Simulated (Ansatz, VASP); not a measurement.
## Two plane-wave programs on HfRe3

```
Hf Re
1.0
     4.02986    0.00000    0.00000
     0.00000    4.02986    0.00000
     0.00000    0.00000    4.02986
Hf Re
1 3
Cartesian
  0.0000 0.0000 0.0000
  0.0000 2.0149 2.0149
  2.0149 0.0000 2.0149
  2.0149 2.0149 0.0000
```

Alike in both runs: functional PBE; k mesh 12 × 12 × 12; occupations gaussian, width 0.1 eV; no spin polarisation.

Ansatz relaxed the structure, and its values are those at the end. VASP's run is a single point on that final structure, the one shown.

|  | VASP | Ansatz |
| --- | --- | --- |
| version | VASP 6.6.1 | Ansatz 0.2.0 |
| potentials or method | VASP PAW PBE potentials, release 64 (Hf_pv, Re), cutoff 520 eV | scalar-relativistic, plane waves, PAW |
| valence electrons in the cell | 31 | 71 |

|  | VASP | Ansatz | Ansatz less VASP |
| --- | --- | --- | --- |
| gap on the k mesh at the Fermi level (eV) | none | none | - |
| pressure (GPa) | -0.7 | 0.0 | +0.69 |

A gap of «none» marks a metal or a gap that the smearing closes. VASP's potentials hold 31 valence electrons a cell and Ansatz's 71, so a difference there can come from the potentials and not from the codes.

Spin-orbit coupling is off throughout.
